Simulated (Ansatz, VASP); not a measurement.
# Two plane-wave programs on CdI2

Contents of INCAR:

```
PREC = Accurate
ENCUT = 500
EDIFF = 1E-6
ISMEAR = 0
SIGMA = 0.1
LREAL = F
LASPH = T
NELM = 120
ALGO = Normal
ISIF = 2
LWAVE = F
LCHARG = T
GGA = PE
LELF = T
LVHAR = T
NBANDS = 20
GGA_COMPAT = F
```

File KPOINTS:

```
Automatic mesh
0
Gamma
  6 6 2
```

POSCAR

```
CdI2
1.0
    4.2910112908      0.0000000000      0.0000000000
   -2.1455056454      3.7161247857      0.0000000000
    0.0000000000      0.0000000000      7.3035834400
Cd I
1 2
Direct
    0.0000000000      0.0000000000      0.0000000000
    0.3333333300      0.6666666700      0.2357908500
    0.6666666700      0.3333333300      0.7642091500
```

Input for Ansatz:

```yaml
crystal:
  lattice:
    - [4.2910112908, 0.0, 0.0]
    - [-2.1455056454, 3.7161247857, 0.0]
    - [0.0, 0.0, 7.30358344]
  atoms:
    - { symbol: Cd, position: [0.0, 0.0, 0.0] }
    - { symbol: I, position: [0.33333333, 0.66666667, 0.23579085] }
    - { symbol: I, position: [0.66666667, 0.33333333, 0.76420915] }
basis:
  ecutwfc: 420
kpoints:
  mp_grid: { grid: [6, 6, 2] }
hamiltonian:
  xc: pbe
scf:
  occupations: { method: gaussian, width: 0.1 }
output:
  forces: true
  stress: true
  eigenvalues: true
```

Alike in both runs: task single point; functional PBE; k mesh 6 × 6 × 2; occupations gaussian, width 0.1 eV; no spin polarisation.

```csv
,VASP,Ansatz
version,VASP 6.6.1,Ansatz 0.2.0
potentials or method,"VASP PAW PBE potentials, release 64 (Cd, I), cutoff 500 eV","scalar-relativistic, plane waves, PAW"
valence electrons in the cell,26,54
```

Ansatz gave:

```
gap on the k mesh at the Fermi level (eV)                     : 2.40
least direct gap on the mesh (eV)                             : 2.55
pressure (GPa)                                                : 0.6
traceless stress, the component that is largest in VASP (GPa) : -0.11
rms of the force components (eV/Å)                            : 0.017
```

Question: Which values does VASP return?

Answer: gap on the k mesh at the Fermi level (eV): 2.39; least direct gap on the mesh (eV): 2.54; pressure (GPa): 0.7; traceless stress, the component that is largest in VASP (GPa): -0.12; rms of the force components (eV/Å): 0.026.

Atom by atom the forces differ by 0.009 eV/Å (rms over components). VASP's potentials hold 26 valence electrons a cell and Ansatz's 54, so a difference there can come from the potentials and not from the codes.

The k mesh is coarse, so the values compare programs but aren't converged. Neither program's run includes spin-orbit coupling.
